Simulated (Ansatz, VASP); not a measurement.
## SnO2: VASP beside Ansatz

```
Sn O
1.0
     0.00000    2.53347    2.53347
     2.53347    0.00000    2.53347
     2.53347    2.53347    0.00000
Sn O
1 2
Cartesian
  0.0000 0.0000 0.0000
  1.2667 1.2667 1.2667
  3.8002 3.8002 3.8002
```

Alike in both runs: task single point; functional PBE-based screened hybrid; k mesh 4 × 4 × 4; no spin polarisation.

```csv
,VASP,Ansatz
version,VASP 6.6.1,Ansatz 0.2.0
potentials or method,"VASP PAW PBE potentials, release 64 (Sn_d, O)",plane waves
plane-wave cutoff (eV),520,420
occupations,"gaussian, width 0.01 eV",fixed
valence electrons in the cell,26,26
```

VASP gave:

| Property | Result |
| --- | --- |
| gap on the k mesh at the Fermi level (eV) | 0.72 |
| pressure (GPa) | 5.1 |

**Question.** Estimate Ansatz's values.

**Answer.** gap on the k mesh at the Fermi level (eV): 0.73; pressure (GPa): 4.3.

VASP's potentials were made for PBE, not for PBE-based screened hybrid. Ansatz's warnings: stress exchange threshold loose, stress scf threshold loose.

The k mesh is coarse, so the values compare programs but aren't converged.
